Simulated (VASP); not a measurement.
# Li2S (Fm-3m) in VASP: vibrations by perturbation theory with PBE

Aim: the vibrations by perturbation theory of Li2S with PBE.

Everything below comes from runs of VASP 6.6.1. Logs are shortened: lines on timing, memory, paths and dates and some standing lists are left out, and cuts for length are marked.

### Step 1. The cell of the first run

The structure is cubic, space group Fm-3m (No. 225). Conventional cell: a = 5.689 Å, b = 5.689 Å, c = 5.689 Å, α = 90.00°, β = 90.00°, γ = 90.00°. Li (site symmetry -43m) has 4 S at 2.46 Å and 6 Li at 2.84 Å within 3.3 Å. Within 3.3 Å of S (site symmetry m-3m) lie 8 Li at 2.46 Å.

### Step 2. Vibrations by perturbation theory, PBE

Contents of INCAR:

```
  PREC = Accurate
  ENCUT = 750
  EDIFF = 1E-8
  ISMEAR = 0
  SIGMA = 0.01
  LREAL = False
  LASPH = True
  NELM = 120
  ALGO = Normal
  ISIF = 2
  LWAVE = False
  LCHARG = False
  GGA = PE
  IBRION = 8
  NSW = 1
  GGA_COMPAT = False
```

Contents of KPOINTS:

```
Automatic mesh
0
Gamma
  6 6 6
```

Contents of POSCAR:

```
Li2S
1.0
    0.0000000000      2.8445000000      2.8445000000
    2.8445000000      0.0000000000      2.8445000000
    2.8445000000      2.8445000000      0.0000000000
Li S
2 1
Direct
    0.2500000000      0.2500000000      0.2500000000
    0.7500000000      0.7500000000      0.7500000000
    0.0000000000      0.0000000000      0.0000000000
```

Potentials or basis: VASP PAW PBE potentials, release 64 (Li_sv, S).

Command:

```
$ cat potpaw_PBE.64/Li_sv/POTCAR potpaw_PBE.64/S/POTCAR > POTCAR
$ mpirun -np 1 vasp_std > vasp.out
```

OUTCAR:

```text
PREC = Accurate
   ENCUT = 750
   EDIFF = 1E-8
   ISMEAR = 0
   LREAL = False
   LASPH = True
   NELM = 120
   ISIF = 2
   GGA = PE
   IBRION = 8
   NSW = 1

 ion  position               nearest neighbor table
   1  0.250  0.250  0.250-   3 2.46   3 2.46   3 2.46   3 2.46
   2  0.750  0.750  0.750-   3 2.46   3 2.46   3 2.46   3 2.46
   3  0.000  0.000  0.000-   2 2.46   2 2.46   2 2.46   1 2.46   2 2.46   1 2.46   1 2.46   1 2.46

  LATTYP: Found a face centered cubic cell.
 ALAT       =     5.6890000000

  Lattice vectors:

 A1 = (   0.0000000000,   2.8445000000,   2.8445000000)
 A2 = (   2.8445000000,   0.0000000000,   2.8445000000)
 A3 = (   2.8445000000,   2.8445000000,   0.0000000000)

Analysis of symmetry for initial positions (statically):
=====================================================================
 Subroutine PRICEL returns:
 Original cell was already a primitive cell.

 Routine SETGRP: Setting up the symmetry group for a
 face centered cubic supercell.

 Subroutine GETGRP returns: Found 48 space group operations
 (whereof 48 operations were pure point group operations)
 out of a pool of 48 trial point group operations.

The static configuration has the point symmetry O_h .

Analysis of symmetry for dynamics (positions and initial velocities):
=====================================================================
 Subroutine PRICEL returns:
 Original cell was already a primitive cell.

 Routine SETGRP: Setting up the symmetry group for a
 face centered cubic supercell.

 Subroutine GETGRP returns: Found 48 space group operations
 (whereof 48 operations were pure point group operations)
 out of a pool of 48 trial point group operations.

The dynamic configuration has the point symmetry O_h .

 Subroutine INISYM returns: Found 48 space group operations
 (whereof 48 operations are pure point group operations),
 and found     1 'primitive' translations

----------------------------------------------------------------------------------------

                                     Primitive cell

  volume of cell :      46.0307

  direct lattice vectors                    reciprocal lattice vectors
     0.000000000  2.844500000  2.844500000    -0.175777817  0.175777817  0.175777817
     2.844500000  0.000000000  2.844500000     0.175777817 -0.175777817  0.175777817
     2.844500000  2.844500000  0.000000000     0.175777817  0.175777817 -0.175777817

  length of vectors
     4.022730478  4.022730478  4.022730478     0.304456110  0.304456110  0.304456110

  position of ions in fractional coordinates (direct lattice)
     0.250000000  0.250000000  0.250000000
     0.750000000  0.750000000  0.750000000
     0.000000000  0.000000000  0.000000000

  ion indices of the primitive-cell ions
   primitive index   ion index
                 1           1
                 2           2
                 3           3

----------------------------------------------------------------------------------------

 KPOINTS: Automatic mesh

Automatic generation of k-mesh.
 Grid dimensions read from file:
 generate k-points for:    6    6    6

 Generating k-lattice:

  Cartesian coordinates                     Fractional coordinates (reciprocal lattice)
    -0.029296303  0.029296303  0.029296303     0.166666667  0.000000000  0.000000000
     0.029296303 -0.029296303  0.029296303     0.000000000  0.166666667  0.000000000
[... 85 lines left out ...]
   NGX = 17   NGY = 17   NGZ = 17

--------------------------------------- Ionic step        1  -------------------------------------------

 number of electron      11.9999998 magnetization

 Free energy of the ion-electron system (eV)
  ---------------------------------------------------
  ext. energy  EPLUGINS =         0.00000000
  ---------------------------------------------------
  free energy    TOTEN  =       -11.99445756 eV

  energy without entropy =      -11.99445756  energy(sigma->0) =      -11.99445756

 E-fermi :   1.6481     XC(G=0):  -8.5256

 val. band max:        1.4919375023   @ k =   0.0000   0.0000   0.0000
 cond. band min:       4.8788404811   @ k =   0.5000   0.5000   0.0000
 fundamental gap:      3.3869029788
 Fermi energy:         1.6481436394

 k-point     1 :       0.0000    0.0000    0.0000
  band No.  band energies     occupation
      1     -42.6699      2.00000
      2     -42.6266      2.00000
      3      -9.5454      2.00000
      4       1.4919      2.00000
      5       1.4919      2.00000
      6       1.4919      2.00000
      7       5.7856      0.00000
      8       7.7244      0.00000
      9       7.7244      0.00000
     10       7.7244      0.00000
[... 183 lines left out ...]
 k-point    16 :      -0.3333    0.5000    0.1667
  band No.  band energies     occupation
      1     -42.6507      2.00000
      2     -42.6436      2.00000
      3      -8.9725      2.00000
      4      -0.5198      2.00000
      5      -0.1990      2.00000
      6      -0.1492      2.00000
      7       6.1738      0.00000
      8       9.4389      0.00000
      9       9.8692      0.00000
     10      11.5798      0.00000

------------------------ aborting loop because EDIFF is reached ----------------------------------------

  FORCE on cell =-STRESS in cart. coord.  units (eV):
  Direction    XX          YY          ZZ          XY          YZ          ZX
  --------------------------------------------------------------------------------------
  -------------------------------------------------------------------------------------
  Total        0.0676090      0.0676090      0.0676090     -0.0000000      0.0000000     -0.0000000
  in kB        2.3532473      2.3532473      2.3532473     -0.0000000      0.0000000     -0.0000000
  external PRESSURE =       2.3532473 kB  Pullay stress =       0.0000000 kB

 VOLUME and BASIS-vectors are now :
 -----------------------------------------------------------------------------
  energy-cutoff  :      750.00
  volume of cell :       46.03
      direct lattice vectors                 reciprocal lattice vectors
     0.000000000  2.844500000  2.844500000    -0.175777817  0.175777817  0.175777817
     2.844500000  0.000000000  2.844500000     0.175777817 -0.175777817  0.175777817
     2.844500000  2.844500000  0.000000000     0.175777817  0.175777817 -0.175777817

 POSITION                                       TOTAL-FORCE (eV/Angst)
 -----------------------------------------------------------------------------------
      1.42225      1.42225      1.42225         0.000000      0.000000      0.000000
      4.26675      4.26675      4.26675        -0.000000     -0.000000     -0.000000
      0.00000      0.00000      0.00000        -0.000000      0.000000     -0.000000
 -----------------------------------------------------------------------------------
    total drift:                                0.000000      0.000000      0.000000

  FREE ENERGIE OF THE ION-ELECTRON SYSTEM (eV)
  ---------------------------------------------------
  free  energy   TOTEN  =       -11.9944575564 eV

  energy  without entropy=      -11.9944575564  energy(sigma->0) =      -11.99445756

[... ionic steps 2 to 9 ...]

--------------------------------------- Ionic step       10  -------------------------------------------

 Free energy of the ion-electron system (eV)
  ---------------------------------------------------
  ---------------------------------------------------
  free energy    TOTEN  =        -0.10988778 eV

  energy without entropy =       -0.10988778

------------------------ aborting loop because EDIFF is reached ----------------------------------------

 INTERNAL STRAIN TENSOR  FOR ION    3  DIRECTION 1   (eV/Angst):
 -----------------------------------------------------------------------------
    -0.00508 -0.00000  0.00000
    -0.00000  0.00823  0.00000
     0.00000  0.00000  0.00823

 INTERNAL STRAIN TENSOR FOR ION    3 for displacements in x,y,z  (eV/Angst):
          X           Y           Z          XY          YZ          ZX
  --------------------------------------------------------------------------------
  x     0.00000     0.00000     0.00000     0.00000     0.00000     0.00000
  y     0.00000     0.00000     0.00000     0.00000     0.00000     0.00000
  z     0.00000     0.00000     0.00000     0.00000     0.00000     0.00000

 SECOND DERIVATIVES (NOT SYMMETRIZED)
 ------------------------------------
               1X          1Y          1Z          2X          2Y          2Z          3X          3Y          3Z
  1X    -2.778441    0.000000    0.000000    0.960752    0.000000    0.000000    1.817689    0.000000    0.000000
  1Y     0.000000   -2.778441    0.000000    0.000000    0.960752    0.000000    0.000000    1.817689    0.000000
  1Z     0.000000    0.000000   -2.778441    0.000000    0.000000    0.960752    0.000000    0.000000    1.817689
  2X     0.960752    0.000000    0.000000   -2.778441    0.000000    0.000000    1.817689    0.000000    0.000000
  2Y     0.000000    0.960752    0.000000    0.000000   -2.778441    0.000000    0.000000    1.817689    0.000000
  2Z     0.000000    0.000000    0.960752    0.000000    0.000000   -2.778441    0.000000    0.000000    1.817689
  3X     1.881141    0.000000    0.000000    1.881141    0.000000    0.000000   -3.762281    0.000000    0.000000
  3Y     0.000000    1.881141    0.000000    0.000000    1.881141    0.000000    0.000000   -3.762281    0.000000
  3Z     0.000000    0.000000    1.881141    0.000000    0.000000    1.881141    0.000000    0.000000   -3.762281

 Eigenvectors and eigenvalues of the dynamical matrix
 ----------------------------------------------------

   1 f  =   11.417753 THz    71.739859 2PiTHz  380.855250 cm-1    47.220012 meV
             X         Y         Z           dx          dy          dz
      1.422250  1.422250  1.422250    -0.618722    0.339671    0.042504
      4.266750  4.266750  4.266750     0.618722   -0.339671   -0.042504
      0.000000  0.000000  0.000000     0.000000    0.000000    0.000000
[... 43 lines left out ...]
   9 f/i=    0.076230 THz     0.478966 2PiTHz    2.542751 cm-1     0.315261 meV
             X         Y         Z           dx          dy          dz
      1.422250  1.422250  1.422250    -0.195775    0.335662    0.069119
      4.266750  4.266750  4.266750    -0.195775    0.335662    0.069119
      0.000000  0.000000  0.000000    -0.411571    0.705653    0.145307

--------------------------------------------------------------------------------------------------------

 ELASTIC MODULI CONTR FROM IONIC RELAXATION (kBar)
 Direction    XX          YY          ZZ          XY          YZ          ZX
 --------------------------------------------------------------------------------
 XX          -0.0000     -0.0000     -0.0000      0.0000      0.0000      0.0000
 YY          -0.0000     -0.0000     -0.0000      0.0000      0.0000      0.0000
 ZZ          -0.0000     -0.0000     -0.0000      0.0000      0.0000      0.0000
 XY           0.0000      0.0000      0.0000    -37.4700      0.0000      0.0000
 YZ           0.0000      0.0000      0.0000      0.0000    -37.4700     -0.0000
 ZX           0.0000      0.0000      0.0000      0.0000     -0.0000    -37.4700
 --------------------------------------------------------------------------------
```

Run time: 4.9 min. Hardware: 1 thread of Intel Xeon 8259CL, shared host; peak memory 0.28 GiB.

Results:

| Quantity | Value |
| --- | --- |
| Highest phonon frequency at Γ, LO-TO splitting left out | 381 cm⁻¹ |

Phonon frequencies in cm⁻¹ (negative: imaginary):
```csv
q point,frequencies
"(0.000, 0.000, 0.000)",-3 -3 -3 320 320 320 381 381 381
```
